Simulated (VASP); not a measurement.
Runs of VASP 6.6.1 on Br. The structure is that of space group Cmce (No. 64), or close to it. The cells are those of the table. 

```csv
task,cell,k mesh for the DOS,occupations for the DOS,gap on the mesh (eV),pressure (GPa),largest force (eV/Å)
single point,"a = 4.195, b = 4.195, c = 8.640 Å, angles 90.0, 90.0, 60.1°, 4 atoms",-,-,1.33,-0.5,0.01
single point,"a = 4.130, b = 4.130, c = 8.612 Å, angles 90.0, 90.0, 60.7°, 4 atoms",-,-,1.33,-0.3,-
single point,"a = 4.087, b = 4.087, c = 8.702 Å, angles 90.0, 90.0, 69.3°, 4 atoms",-,-,1.60,-1.0,0.01
single point,"a = 4.285, b = 4.285, c = 8.675 Å, angles 90.0, 90.0, 59.2°, 4 atoms",-,-,(b),(a),0.01
```

Alike in all rows: level PBE+D3(BJ); potentials or basis VASP PAW PBE potentials, release 64 (Br); no spin polarisation; k mesh 8 × 8 × 4; cutoff (eV) 520; smearing gaussian 0.02 eV.

Task: Fill in the values left out.

Result: (a) -0.7; (b) 1.34.

A k mesh can miss the band edges, and the runs leave out spin-orbit coupling on Br.
